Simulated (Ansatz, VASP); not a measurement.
Given: the input of a run of VASP 6.6.1 on GaN.

File INCAR:

```
AGGAC = 1.0
AGGAX = 1.0
ALDAC = 0.0
ALDAX = 1.0
ALGO = Normal
EDIFF = 1E-6
EDIFFG = -0.01
ENCUT = 600
GGA = B5
IBRION = 2
ISIF = 3
ISMEAR = -1
IVDW = 13
LASPH = True
LCHARG = False
LREAL = False
LWAVE = False
NELM = 80
NSW = 60
PREC = Accurate
SIGMA = 0.05
VDW_A1 = 0.44488865
VDW_A2 = 4.0933009
VDW_S6 = 1.0
VDW_S8 = 2.34076671
```

The input KPOINTS:

```
k-points
0
Gamma
  10 10 10
```

POSCAR

```
GaN
1.0
    0.0000000000      2.2535006075      2.2535006075
    2.2535006075      0.0000000000      2.2535006075
    2.2535006075      2.2535006075      0.0000000000
Ga N
1 1
Direct
    0.0000000000      0.0000000000      0.0000000000
    0.2500000000      0.2500000000      0.2500000000
```

Potentials or basis: VASP PAW PBE potentials, release 64 (Ga_d, N).

Command:

```bash
$ cat potpaw_PBE.64/Ga_d/POTCAR potpaw_PBE.64/N/POTCAR > POTCAR
$ mpirun -np 1 vasp_std > vasp.out
```

Task: Set up the same calculation for Ansatz 0.2.0. Potentials there: Ansatz PAW.

Result: As run (the cutoff follows the program's own potentials):

The input input.yaml:

```yaml
crystal:
  lattice:
    - [0.0, 2.2535006075, 2.2535006075]
    - [2.2535006075, 0.0, 2.2535006075]
    - [2.2535006075, 2.2535006075, 0.0]
  atoms:
    - { symbol: Ga, position: [0.0, 0.0, 0.0] }
    - { symbol: "N", position: [0.25, 0.25, 0.25] }
hamiltonian:
  xc: blyp
  pseudopotentials: { kind: paw }
  dispersion: d4
kpoints:
  mp_grid: { grid: [10, 10, 10] }
scf:
  occupations: { method: fermi_dirac, width: 0.05 }
output:
  forces: true
  stress: true
relax:
  f_tol: 0.01
  max_steps: 40
  cell: { stress_tol: 0.05 }
```

Potentials or basis: Ansatz PAW.

Command:

```console
$ ansatz run input.yaml --threads 2 --pin off --max-ram 5632MiB --backend cpu --events-out ev --progress --plain --runs-dir out
```

Both were run:

|  | VASP | Ansatz | Ansatz less VASP |
| --- | --- | --- | --- |
| relaxed volume (Å³/atom) | 11.47 | 11.39 | -0.079 |
| relaxed cell length with the largest relative difference (Å) | 3.189 | 3.182 | -0.0073 |

VASP's potentials were made for PBE, not for BLYP.

Noted on Ansatz's run: the plane-wave basis is chosen anew once the cell has moved, so the energies of steps on either side of that aren't comparable.
